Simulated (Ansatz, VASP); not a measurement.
One calculation of Cd, two programs

```
Cd
1.0
     3.03845    0.00000    0.00000
    -1.51922    2.63137    0.00000
     0.00000    0.00000    5.61765
Cd
2
Direct
  0.33333 0.66667 0.25000
  0.66667 0.33333 0.75000
```

Change from the starting cell: equal xx and yy strain of +2 %, PAW files.

Alike in both runs: task electric field gradients; functional PBE; k mesh 14 × 14 × 7; occupations fermi-dirac, width 0.05 eV; no spin polarisation.

|  | VASP | Ansatz |
| --- | --- | --- |
| version | VASP 6.6.1 | Ansatz 0.2.0 |
| potentials or method | VASP PAW PBE potentials, release 64 (Cd) | PAW with Ansatz's default frozen-core files, scalar-relativistic |
| plane-wave cutoff (eV) | 520 | 420 |
| valence electrons in the cell | 24 | 40 |

VASP gave:

- pressure (GPa): 0.9
- traceless stress, the component that is largest in VASP (GPa): -0.09
- size of Vzz on the site where it differs most (V/Å²): 64.2

Q: What did Ansatz give for the same quantities?

A: Pressure (GPa): 0.6; traceless stress, the component that is largest in VASP (GPa): 0.02; size of Vzz on the site where it differs most (V/Å²): 60.1.

VASP's potentials hold 24 valence electrons a cell and Ansatz's 40, so a difference there can come from the potentials and not from the codes.
